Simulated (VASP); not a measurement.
# GaN (F-43m) in VASP: further runs, part 2 of 2

VASP 6.6.1. The steps go on from the part before.

## Step 4: Dielectric tensor, r2SCAN

The input, INCAR:

```
SYSTEM = GaN
PREC = Accurate
ENCUT = 520
EDIFF = 1E-8
ISMEAR = 0
SIGMA = 0.01
LREAL = .False.
LASPH = .True.
NELM = 60
ALGO = Normal
ISIF = 2
LWAVE = .False.
LCHARG = .False.
METAGGA = R2SCAN
LMIXTAU = .True.
LCALCEPS = .True.
```

The input, KPOINTS:

```
regular mesh
0
Gamma
  10 10 10
  0 0 0
```

The input, POSCAR:

```
GaN
1.0
    0.0000000000      2.2535006075      2.2535006075
    2.2535006075      0.0000000000      2.2535006075
    2.2535006075      2.2535006075      0.0000000000
Ga N
1 1
Direct
    0.0000000000      0.0000000000      0.0000000000
    0.2500000000      0.2500000000      0.2500000000
```

Potentials or basis: VASP PAW PBE potentials, release 64 (Ga_d, N).

On the command line:

```
$ cat potpaw_PBE.64/Ga_d/POTCAR potpaw_PBE.64/N/POTCAR > POTCAR
$ mpirun -np 1 vasp_std > vasp.out
```

OUTCAR:

```text
SYSTEM = GaN
   PREC = Accurate
   ENCUT = 520
   EDIFF = 1E-8
   ISMEAR = 0
   LREAL = .False.
   LASPH = .True.
   NELM = 60
   ISIF = 2
   METAGGA = R2SCAN

 ion  position               nearest neighbor table
   1  0.000  0.000  0.000-   2 1.95   2 1.95   2 1.95   2 1.95
   2  0.250  0.250  0.250-   1 1.95   1 1.95   1 1.95   1 1.95

  LATTYP: Found a face centered cubic cell.
 ALAT       =     4.5070012150

  Lattice vectors:

 A1 = (   0.0000000000,   2.2535006075,   2.2535006075)
 A2 = (   2.2535006075,   0.0000000000,   2.2535006075)
 A3 = (   2.2535006075,   2.2535006075,   0.0000000000)

Analysis of symmetry for initial positions (statically):
=====================================================================
 Subroutine PRICEL returns:
 Original cell was already a primitive cell.

 Routine SETGRP: Setting up the symmetry group for a
 face centered cubic supercell.

 Subroutine GETGRP returns: Found 24 space group operations
 (whereof 24 operations were pure point group operations)
 out of a pool of 48 trial point group operations.

The static configuration has the point symmetry T_d .

Analysis of symmetry for dynamics (positions and initial velocities):
=====================================================================
 Subroutine PRICEL returns:
 Original cell was already a primitive cell.

 Routine SETGRP: Setting up the symmetry group for a
 face centered cubic supercell.

 Subroutine GETGRP returns: Found 24 space group operations
 (whereof 24 operations were pure point group operations)
 out of a pool of 48 trial point group operations.

The dynamic configuration has the point symmetry T_d .

 Subroutine INISYM returns: Found 24 space group operations
 (whereof 24 operations are pure point group operations),
 and found     1 'primitive' translations

----------------------------------------------------------------------------------------

                                     Primitive cell

  volume of cell :      22.8877

  direct lattice vectors                    reciprocal lattice vectors
     0.000000000  2.253500607  2.253500607    -0.221877020  0.221877020  0.221877020
     2.253500607  0.000000000  2.253500607     0.221877020 -0.221877020  0.221877020
     2.253500607  2.253500607  0.000000000     0.221877020  0.221877020 -0.221877020

  length of vectors
     3.186931122  3.186931122  3.186931122     0.384302272  0.384302272  0.384302272

  position of ions in fractional coordinates (direct lattice)
     0.000000000  0.000000000  0.000000000
     0.250000000  0.250000000  0.250000000

  ion indices of the primitive-cell ions
   primitive index   ion index
                 1           1
                 2           2

----------------------------------------------------------------------------------------

 KPOINTS: regular mesh

Automatic generation of k-mesh.
 Grid dimensions read from file:
 generate k-points for:   10   10   10

 Generating k-lattice:

  Cartesian coordinates                     Fractional coordinates (reciprocal lattice)
    -0.022187702  0.022187702  0.022187702     0.100000000  0.000000000  0.000000000
     0.022187702 -0.022187702  0.022187702     0.000000000  0.100000000  0.000000000
     0.022187702  0.022187702 -0.022187702     0.000000000  0.000000000  0.100000000

  Length of vectors
[... 82 lines left out ...]
   AEXX    =    0.0000 exact exchange contribution
   IVDW    =     0    specifies the selected vdW correction
   LEPSILON=     F    determine dielectric tensor
   LRPA    =     F    only Hartree local field effects (RPA)
   LRPA       =     F
 non-spin polarized calculation
 Gauss-broadening in eV      SIGMA  =   0.01
  energy-cutoff  :      520.00
  volume of cell :       22.89
 maximum number of plane-waves:       636
   NGX = 11   NGY = 11   NGZ = 11

 Total electronic dipole moment: p[elc]=(    -0.00002    -0.00002    -0.00002 ) |e| Angst

 number of electron      18.0000004 magnetization

 Free energy of the ion-electron system (eV)
  ---------------------------------------------------
  ext. energy  EPLUGINS =         0.00000000
  ---------------------------------------------------
  free energy    TOTEN  =       -21.89696621 eV

  energy without entropy =      -21.89696621  energy(sigma->0) =      -21.89696621

 E-fermi :   5.0595     XC(G=0): -12.6348

 val. band max:        5.0165962655   @ k =   0.0000   0.0000   0.0000
 cond. band min:   10000.0000000000   @ k =   0.0000   0.0000   0.0000
 fundamental gap:   9994.9834037345
 Fermi energy:         5.0594686366

 k-point     1 :       0.0000    0.0000    0.0000
  band No.  band energies     occupation
      1     -11.7141      2.00000
      2      -8.8145      2.00000
      3      -8.8141      2.00000
      4      -8.8137      2.00000
      5      -8.4636      2.00000
      6      -8.4636      2.00000
      7       5.0163      2.00000
      8       5.0165      2.00000
      9       5.0166      2.00000
     10   10000.0000      0.00000
     11   10000.0000      0.00000
     12   10000.0000      0.00000
     13   10000.0000      0.00000
[... 354 lines left out ...]
  band No.  band energies     occupation
      1     -10.6695      2.00000
      2      -8.6606      2.00000
      3      -8.5786      2.00000
      4      -8.5761      2.00000
      5      -8.4018      2.00000
      6      -7.6394      2.00000
      7      -0.1060      2.00000
      8       2.4843      2.00000
      9       2.8039      2.00000
     10   10000.0000      0.00000
     11   10000.0000      0.00000
     12   10000.0000      0.00000
     13   10000.0000      0.00000

 [... further k-points ...]

------------------------ aborting loop because EDIFF is reached ----------------------------------------

            Ionic dipole moment: p[ion]=(     5.63375     5.63375     5.63375 ) |e| Angst

 Total electronic dipole moment: p[elc]=(    -0.00002    -0.00002     0.00562 ) |e| Angst

 MACROSCOPIC STATIC DIELECTRIC TENSOR (including local field effects)
 ------------------------------------------------------
           5.456190     0.000000    -0.000000
           0.000000     5.456190     0.000000
          -0.000000     0.000000     5.456190
 ------------------------------------------------------

 PIEZOELECTRIC TENSOR (including local field effects) (e Angst)
          XX          YY          ZZ          XY          YZ          ZX
  --------------------------------------------------------------------------------
  x    -0.00000     0.00000     0.00000    -0.00000    -1.43446     0.00000
  y    -0.00000    -0.00000    -0.00000    -0.00000    -0.00000    -1.43446
  z    -0.00000    -0.00000    -0.00000    -1.43446     0.00000     0.00000

 PIEZOELECTRIC TENSOR (including local field effects) (C/m^2)
          XX          YY          ZZ          XY          YZ          ZX
  --------------------------------------------------------------------------------
  x    -0.00000     0.00000     0.00000    -0.00000    -1.00414     0.00000
  y    -0.00000    -0.00000    -0.00000    -0.00000    -0.00000    -1.00414
  z    -0.00000    -0.00000    -0.00000    -1.00414     0.00000     0.00000

 BORN EFFECTIVE CHARGES (including local field effects) (in |e|, cummulative output)
 ---------------------------------------------------------------------------------
 ion    1
    1     2.66833     0.00000     0.00000
    2     0.00000     2.66833     0.00000
    3     0.00000     0.00000     2.66833
 ion    2
    1    -2.66833    -0.00000    -0.00000
    2    -0.00000    -2.66833    -0.00000
    3    -0.00000    -0.00000    -2.66833

  FORCE on cell =-STRESS in cart. coord.  units (eV):
  Direction    XX          YY          ZZ          XY          YZ          ZX
  --------------------------------------------------------------------------------------
  -------------------------------------------------------------------------------------
  Total       -0.0131321     -0.0131321     -0.0131321     -0.0000000     -0.0000000     -0.0000000
  in kB       -0.9192684     -0.9192684     -0.9192684     -0.0000000     -0.0000000     -0.0000000
  external PRESSURE =      -0.9192684 kB  Pullay stress =       0.0000000 kB

 VOLUME and BASIS-vectors are now :
 -----------------------------------------------------------------------------
  energy-cutoff  :      520.00
  volume of cell :       22.89
      direct lattice vectors                 reciprocal lattice vectors
     0.000000000  2.253500607  2.253500607    -0.221877020  0.221877020  0.221877020
     2.253500607  0.000000000  2.253500607     0.221877020 -0.221877020  0.221877020
     2.253500607  2.253500607  0.000000000     0.221877020  0.221877020 -0.221877020

 POSITION                                       TOTAL-FORCE (eV/Angst)
 -----------------------------------------------------------------------------------
      0.00000      0.00000      0.00000        -0.000000     -0.000000     -0.000000
      1.12675      1.12675      1.12675         0.000000      0.000000      0.000000
 -----------------------------------------------------------------------------------
    total drift:                                0.000009      0.000009      0.000009

  FREE ENERGIE OF THE ION-ELECTRON SYSTEM (eV)
  ---------------------------------------------------
  free  energy   TOTEN  =       -21.8969662146 eV

  energy  without entropy=      -21.8969662146  energy(sigma->0) =      -21.89696621
```

Wall time 50 min (1 thread of Intel Xeon 8259CL, shared host); peak memory 0.47 GiB.

Results:

```yaml
Band_gap_on_the_k_mesh: 2.12 eV
Electronic_dielectric_tensor_diagonal: 5.46
Born_charges_mean_of_the_diagonal: Ga +2.67; N -2.67 e
```

Levels at points of the mesh, in eV from the valence-band top:
| k point | band 7 | band 8 | band 9 | band 10 | band 11 | band 12 |
| --- | --- | --- | --- | --- | --- | --- |
| (0.00, 0.00, 0.00) | 0.00 | 0.00 | 0.00 | 2.12 | 11.00 | 11.00 |
| (0.50, 0.00, 0.00) | -7.16 | -1.00 | -1.00 | 5.16 | 9.44 | 11.00 |
| (0.50, 0.50, 0.00) | -6.22 | -2.78 | -2.78 | 3.77 | 7.24 | 12.58 |

Electronic dielectric tensor:
```
5.46 0.00 0.00
0.00 5.46 0.00
0.00 0.00 5.46
```

Born effective charge tensors (e):
atom 1, Ga
```
2.67 0.00 0.00
0.00 2.67 0.00
0.00 0.00 2.67
```
atom 2, N
```
-2.67  0.00  0.00
 0.00 -2.67  0.00
 0.00  0.00 -2.67
```

Dipole moments of the cell (e·Å, modulo the quantum): ionic 5.634, 5.634, 5.634; electronic 0.000, 0.000, 0.006

Caveat: the PAW data sets were made with another functional, which shifts forces and pressure a little.

## Step 5: The runs side by side

```csv
task,level,potentials or basis,k mesh,cutoff (eV),ions in elastic constants,gap on the mesh (eV)
dielectric tensor,LDA,"VASP PAW LDA potentials, release 64 (Ga_d, N)",10 × 10 × 10,520,-,1.75
elastic constants,PBEsol,"VASP PAW PBE potentials, release 64 (Ga_d, N)",9 × 9 × 9,600,relaxed,-
dielectric tensor,r2SCAN,"VASP PAW PBE potentials, release 64 (Ga_d, N)",10 × 10 × 10,520,-,2.12
```

Alike in all rows: no spin polarisation; cell as given; smearing gaussian 0.01 eV.

Caveats: the PAW data sets were made with another functional, which shifts forces and pressure a little (at least some runs); the cell is under stress, which shifts elastic constants (at least some runs).

Total energies depend on the potentials used, so only differences within one code and one set of settings carry meaning.
